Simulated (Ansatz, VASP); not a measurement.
## One calculation of TiAl3, two programs

```xyz
4
Lattice="-1.8523 1.8523 3.9423 1.8523 -1.8523 3.9423 1.8523 1.8523 -3.9423" Properties=species:S:1:pos:R:3 pbc="T T T"
Ti    0.0000    0.0000    0.0000
Al    0.0000    0.0000    3.9423
Al    0.0000    1.8523    1.9711
Al    1.8523    0.0000    1.9711
```

Alike in both runs: task single point; functional LDA; k mesh 16 × 16 × 16; occupations gaussian, width 0.15 eV; no spin polarisation.

|  | VASP | Ansatz |
| --- | --- | --- |
| version | VASP 6.6.1 | Ansatz 0.2.0 |
| potentials or method | VASP PAW LDA potentials, release 64 (Ti_sv, Al), cutoff 520 eV | scalar-relativistic, plane waves, PAW |
| valence electrons in the cell | 21 | 21 |

Ansatz gave:

* gap on the k mesh at the Fermi level (eV): none
* pressure (GPa): 16.6
* traceless stress, the component that is largest in VASP (GPa): 7.81

Which values does VASP return?

gap on the k mesh at the Fermi level (eV): none; pressure (GPa): 16.9; traceless stress, the component that is largest in VASP (GPa): 7.79.

Ansatz warns that its potentials were made for another functional, while VASP's fit it. LDA's correlation is that of Perdew and Zunger in VASP and of Perdew and Wang (1992) in Ansatz. A gap of «none» marks a metal or a gap that the smearing closes.
